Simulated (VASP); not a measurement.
Runs of VASP 6.6.1 on Y2Fe. The structure is that of space group P6/mmm (No. 191), or close to it. The cells are those of the table. 

```csv
task,spin,cell,k mesh,cutoff (eV),gap on the mesh (eV),pressure (GPa),moment (μB),relaxed volume (Å³/atom)
single point,"collinear, ferromagnetic start","a = 4.010, b = 4.010, c = 4.330 Å, angles 90.0, 90.0, 120.0°, 3 atoms",6 × 6 × 4,520,none,20.0,0.03,-
single point,collinear,"a = 5.101, b = 5.101, c = 3.103 Å, angles 90.0, 90.0, 120.0°, 3 atoms",6 × 6 × 4,520,none,0.0,2.26,-
single point,collinear,"a = 5.104, b = 5.104, c = 3.086 Å, angles 90.0, 90.0, 120.0°, 3 atoms",6 × 6 × 6,520,none,-0.1,2.08,-
relaxation of cell and atoms,collinear,"relaxed from a = 5.101, b = 5.101, c = 3.103 Å, angles 90.0, 90.0, 120.0°, 3 atoms",6 × 6 × 6,600,none,0.0,2.08,23.18
relaxation of cell and atoms,collinear,"relaxed from a = 4.010, b = 4.010, c = 4.330 Å, angles 90.0, 90.0, 120.0°, 3 atoms",6 × 6 × 4,600,none,-0.1,2.26,(a)
```

Alike in all rows: level PBE; potentials or basis VASP PAW PBE potentials, release 64 (Y_sv, Fe); smearing gaussian 0.1 eV.

**Question.** Estimate the missing entries.

**Answer.** (a) 23.27.

Caveats: some runs use coarse meshes; the volume moved by over 15 % at a fixed basis, so the end points are rough (at least some runs).

A k mesh can miss the band edges, and the runs leave out spin-orbit coupling on Y.

A gap of «none» marks levels without a gap at the run's occupations.
